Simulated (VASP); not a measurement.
# C11O in VASP: notebook, part 2 of 2

VASP 6.6.1. Earlier steps stand in the parts before.

### 3 Single point, PBE+D3(BJ)

File INCAR:

```
ALGO = Normal ; DIPOL = 0.5 0.5 0.322
EDIFF = 1E-7 ; ENCUT = 520
GGA = PE ; IDIPOL = 3
ISIF = 2 ; ISMEAR = 0
IVDW = 12 ; LASPH = True
LCHARG = False ; LDIPOL = True
LREAL = False ; LWAVE = False
NBANDS = 37 ; NELM = 80
PREC = Accurate ; SIGMA = 0.05
```

File KPOINTS:

```
k-points
0
Gamma
  8 7 1
```

File POSCAR:

```
C11O
1.0
    3.6473242347      0.0000000000      0.0000000000
   -1.6658829406      3.9310150970      0.0000000000
    0.0000000000      0.0000000000     23.1809581692
C O
11 1
Direct
    0.5001799340      0.3333933113      0.1725554212
    0.4998200660      0.6666066887      0.1725554212
    0.5001799340      0.8333933113      0.2257231425
    0.4998200660      0.1666066887      0.2257231425
    0.5000212331      0.3353169669      0.2788716798
    0.4999787669      0.6646830331      0.2788716798
    0.5001286273      0.8366480408      0.3322552327
    0.4998713727      0.1633519592      0.3322552327
    0.4997623703      0.3544335274      0.3809574266
    0.5002376297      0.6455664726      0.3809574266
    0.7497623703      0.8544335274      0.5686114471
    0.7497623703      0.8544335274      0.5190017635
```

Potentials or basis: VASP PAW PBE potentials, release 64 (C, O).

On the command line:

```sh
$ cat potpaw_PBE.64/C/POTCAR potpaw_PBE.64/O/POTCAR > POTCAR
$ mpirun -np 1 vasp_std > vasp.out
```

OUTCAR:

```text
EDIFF = 1E-7
   ENCUT = 520
   GGA = PE
   ISIF = 2
   ISMEAR = 0
   IVDW = 12
   LASPH = True
   LREAL = False
   NELM = 80
   PREC = Accurate
 IVDW          = 12

 ion  position               nearest neighbor table
   1  0.500  0.333  0.173-   4 1.42   2 1.42
   2  0.500  0.667  0.173-   3 1.42   1 1.42
   3  0.500  0.833  0.226-   2 1.42   4 1.42   6 1.43
   4  0.500  0.167  0.226-   1 1.42   3 1.42   5 1.43
   5  0.500  0.335  0.279-   6 1.41   4 1.43   8 1.44
   6  0.500  0.665  0.279-   5 1.41   3 1.43   7 1.44
   7  0.500  0.837  0.332-  10 1.39   8 1.40   6 1.44
   8  0.500  0.163  0.332-   9 1.39   7 1.40   5 1.44
   9  0.500  0.354  0.381-  10 1.24   8 1.39
  10  0.500  0.646  0.381-   9 1.24   7 1.39
  11  0.750  0.854  0.569-  12 1.15
  12  0.750  0.854  0.519-  11 1.15

  LATTYP: Found a simple monoclinic cell.
 ALAT       =     3.6473242347
 B/A-ratio  =     6.3556066523
 C/A-ratio  =     1.1705653965
 COS(beta)  =    -0.3901884655

  Lattice vectors:

 A1 = (   3.6473242347,   0.0000000000,   0.0000000000)
 A2 = (   0.0000000000,   0.0000000000, -23.1809581692)
 A3 = (  -1.6658829406,   3.9310150970,   0.0000000000)

Analysis of symmetry for initial positions (statically):
=====================================================================
 Subroutine PRICEL returns:
 Original cell was already a primitive cell.

 Routine SETGRP: Setting up the symmetry group for a
 simple monoclinic supercell.

 Subroutine GETGRP returns: Found  1 space group operations
 (whereof  1 operations were pure point group operations)
 out of a pool of  4 trial point group operations.

The static configuration has the point symmetry C_1 .

Analysis of symmetry for dynamics (positions and initial velocities):
=====================================================================
 Subroutine PRICEL returns:
 Original cell was already a primitive cell.
[... 167 lines left out ...]

 number of electron      50.0000002 magnetization

 dipolmoment           0.000000      0.000000     -0.055944 electrons x Angstroem

 Free energy of the ion-electron system (eV)
  ---------------------------------------------------
  ext. energy  EPLUGINS =         0.00000000
  ---------------------------------------------------
  free energy    TOTEN  =       -97.29469956 eV

  energy without entropy =      -97.29154341  energy(sigma->0) =      -97.29312149

 E-fermi :  -2.8450     XC(G=0):  -4.4390

 val. band max:       -2.8457755481   @ k =  -0.1250   0.4286   0.0000
 cond. band min:      -2.7822655047   @ k =  -0.2500   0.4286   0.0000
 fundamental gap:      0.0635100435
 Fermi energy:        -2.8450252003

 k-point     1 :       0.0000    0.0000    0.0000
  band No.  band energies     occupation
      1     -26.7628      2.00000
      2     -21.5634      2.00000
      3     -19.7161      2.00000
      4     -17.0067      2.00000
      5     -16.1444      2.00000
      6     -15.5417      2.00000
[... 949 lines left out ...]
     36       5.2622      0.00000
     37       5.4478      0.00000

 [... further k-points ...]

------------------------ aborting loop because EDIFF is reached ----------------------------------------

 vacuum level on the upper side and lower side of the slab       (xc-potential included)        -0.352         0.339

 Edisp (eV)   -1.27373

 E8    (eV) :    -0.3726

  FORCE on cell =-STRESS in cart. coord.  units (eV):
  Direction    XX          YY          ZZ          XY          YZ          ZX
  --------------------------------------------------------------------------------------
  -------------------------------------------------------------------------------------
  Total       0.05230    -1.49332    -3.49723     0.60539     0.04274     0.01967
  in kB       0.25211    -7.19869   -16.85873     2.91834     0.20602     0.09484
  external pressure =       -7.94 kB  Pullay stress =        0.00 kB

 VOLUME and BASIS-vectors are now :
 -----------------------------------------------------------------------------
  energy-cutoff  :      520.00
  volume of cell :      332.36
      direct lattice vectors                 reciprocal lattice vectors
     3.647324235  0.000000000  0.000000000     0.274173596  0.116189102  0.000000000
    -1.665882941  3.931015097  0.000000000     0.000000000  0.254387219  0.000000000
     0.000000000  0.000000000 23.180958169     0.000000000  0.000000000  0.043138855

 POSITION                                       TOTAL-FORCE (eV/Angst)
 -----------------------------------------------------------------------------------
      1.26892      1.31057      4.00000        -2.626158      6.142357      1.135432
      0.71252      2.62044      4.00000         2.625872     -6.142462      1.135601
      0.43598      3.27608      5.23248        -0.161150      0.383297     -1.175303
      1.54546      0.65493      5.23248         0.161328     -0.380885     -1.175410
      1.26514      1.31814      6.46451         0.008848     -0.010109     -0.000381
      0.71630      2.61288      6.46451        -0.004854      0.004461      0.001715
      0.43037      3.28888      7.70199        -0.009674      0.025771      0.021145
      1.55107      0.64214      7.70199         0.000680     -0.011297      0.004318
      1.23235      1.39328      8.83096         0.029738     -0.070645      0.053862
      0.74909      2.53773      8.83096        -0.030405      0.041893     -0.001242
      1.31124      3.35879     13.18096        -0.001429     -0.003048     -0.724590
      1.31124      3.35879     12.03096         0.007204      0.020666      0.724854
 -----------------------------------------------------------------------------------
    total drift:                               -0.000296     -0.000195      0.001541

  FREE ENERGIE OF THE ION-ELECTRON SYSTEM (eV)
  ---------------------------------------------------
  free  energy   TOTEN  =       -98.5684263076 eV

  energy  without entropy=      -98.5652701582  energy(sigma->0) =      -98.56684823

 vacuum level on the upper side and lower side of the slab         2.980         3.688
```

OSZICAR:

```text
N       E                     dE             d eps       ncg     rms          rms(c)
DAV:   1     0.371718132646E+03    0.37172E+03   -0.20898E+04  2162   0.109E+03
DAV:   2    -0.512797111508E+02   -0.42300E+03   -0.40541E+03  3099   0.258E+02
DAV:   3    -0.103134022778E+03   -0.51854E+02   -0.51181E+02  2626   0.951E+01
[... 15 lines left out ...]
DAV:  19    -0.972946647962E+02   -0.37534E-04   -0.32433E-06  2509   0.781E-03    0.207E-03
DAV:  20    -0.972946843908E+02   -0.19595E-04   -0.83987E-07  2062   0.382E-03    0.121E-03
DAV:  21    -0.972946982037E+02   -0.13813E-04   -0.84186E-07  2261   0.327E-03    0.527E-04
DAV:  22    -0.972946996757E+02   -0.14720E-05   -0.14956E-07  2089   0.136E-03    0.300E-04
DAV:  23    -0.972946995423E+02    0.13338E-06   -0.39648E-08  1882   0.757E-04    0.155E-04
DAV:  24    -0.972946995632E+02   -0.20947E-07   -0.44381E-09  1502   0.304E-04
   1 F= -.98568426E+02 E0= -.98566848E+02  d E =-.315615E-02
```

stdout:

```text
POSCAR found type information on POSCAR C O
 POSCAR found :  2 types and      12 ions
 scaLAPACK will be used
 LDA part: xc-table for (Slater+PW92), standard interpolation
 POSCAR, INCAR and KPOINTS ok, starting setup
 FFT: planning ... GRIDC
 FFT: planning ... GRID_SOFT
 FFT: planning ... GRID
 WAVECAR not read
 entering main loop
```

It took 7.3 min on 1 thread of Intel Xeon Platinum 8488C (Sapphire Rapids), shared host; peak memory 0.54 GiB.

Results:

* Free energy: -98.5684 eV
* Largest force: 6.776 eV/Å
* Band gap on the k mesh: zero (bands 25 and 26 overlap by 0.73 eV)
* Dispersion energy per atom: -0.106 eV

Forces on the atoms (eV/Å):
```
C   -2.626  6.142  1.135
C    2.626 -6.142  1.136
C   -0.161  0.383 -1.175
C    0.161 -0.381 -1.175
C    0.009 -0.010  0.000
C   -0.005  0.004  0.002
C   -0.010  0.026  0.021
C    0.001 -0.011  0.004
C    0.030 -0.071  0.054
C   -0.030  0.042 -0.001
C   -0.001 -0.003 -0.725
O    0.007  0.021  0.725
```

Levels at points of the mesh, in eV from the Fermi level:
```csv
k point,band 23,band 24,band 25,band 26,band 27,band 28
"(0.00, 0.00, 0.00)",-1.38,-1.33,0.62,0.68,1.27,1.75
"(0.50, 0.00, 0.00)",-1.07,-0.76,0.08,1.12,1.29,1.93
```

### 4 Single point, PBE+D3(BJ)

File INCAR:

```
PREC     = Accurate       # precision mode
ENCUT    = 520            # plane-wave cutoff, eV
EDIFF    = 1E-6           # SCF threshold, eV
ISMEAR   = 0              # smearing method
SIGMA    = 0.05           # smearing width, eV
LREAL    = False          # projectors in reciprocal space
LASPH    = True           # aspherical terms in the spheres
NELM     = 60             # most SCF steps
ALGO     = Normal         # electronic algorithm
ISIF     = 2              # what is computed and relaxed
LWAVE    = False          # write WAVECAR
LCHARG   = True           # write CHGCAR
LDIPOL   = True         
IDIPOL   = 3            
DIPOL    = 0.5 0.5 0.322
GGA      = PE             # functional
IVDW     = 12             # dispersion correction
LELF     = True           # ELF
LVHAR    = True         
LVACPOTAV= True         
NBANDS   = 37             # bands
```

File KPOINTS:

```
Automatic mesh
0
Gamma
  8 7 1
```

POSCAR: that of step 3 with these lines changed.

```diff
@@ -18,3 +18,3 @@
     0.5002376297      0.6455664726      0.3809574266
-    0.7497623703      0.8544335274      0.5686114471
-    0.7497623703      0.8544335274      0.5190017635
+    0.4997623703      0.3544335274      0.5686114471
+    0.4997623703      0.3544335274      0.5190017635
```

On the command line:

```sh
$ cat potpaw_PBE.64/C/POTCAR potpaw_PBE.64/O/POTCAR > POTCAR
$ mpirun -np 1 vasp_std > vasp.out
```

Run time: 7.4 min. Hardware: 1 thread of Intel Xeon Platinum 8488C (Sapphire Rapids), shared host; peak memory 0.54 GiB.

Results (log left out):

| Property | Result |
| --- | --- |
| Free energy | -98.5504 eV |
| Largest force | 6.778 eV/Å |
| Band gap on the k mesh | zero (bands 25 and 26 overlap by 0.74 eV) |
| Dispersion energy per atom | -0.106 eV |

Forces in eV/Å, atoms in the order of the input:
```
C   -2.626  6.144  1.136
C    2.626 -6.144  1.135
C   -0.159  0.381 -1.176
C    0.161 -0.383 -1.176
C    0.006 -0.004  0.000
C   -0.009  0.012 -0.003
C   -0.001  0.001 -0.003
C    0.010 -0.022  0.017
C    0.020 -0.050 -0.034
C   -0.034  0.083  0.037
C   -0.001  0.003 -0.715
O    0.008 -0.020  0.781
```

Levels at points of the mesh, in eV from the Fermi level:
```tsv
k point	band 22	band 23	band 24	band 25	band 26	band 27	band 28	band 29
(0.00, 0.00, 0.00)	-1.46	-1.38	-1.33	0.63	0.69	1.27	1.75	2.25
(0.50, 0.00, 0.00)	-1.72	-1.07	-0.75	0.08	1.13	1.30	1.93	2.10
```

### 5 Summary

```tsv
cell	gap on the mesh (eV)	largest force (eV/Å)
as given, atomic positions A	none	6.78
as given, atomic positions B	none	6.78
as given, atomic positions C	none	6.78
```

Alike in all rows: task single point; level PBE+D3(BJ); potentials or basis VASP PAW PBE potentials, release 64 (C, O); no spin polarisation; k mesh 8 × 7 × 1; cutoff (eV) 520; smearing gaussian 0.05 eV.

Absolute energies hang on the potentials; compare differences alone.

The gap in the log of VASP goes by the Fermi energy; the results here count the filled bands.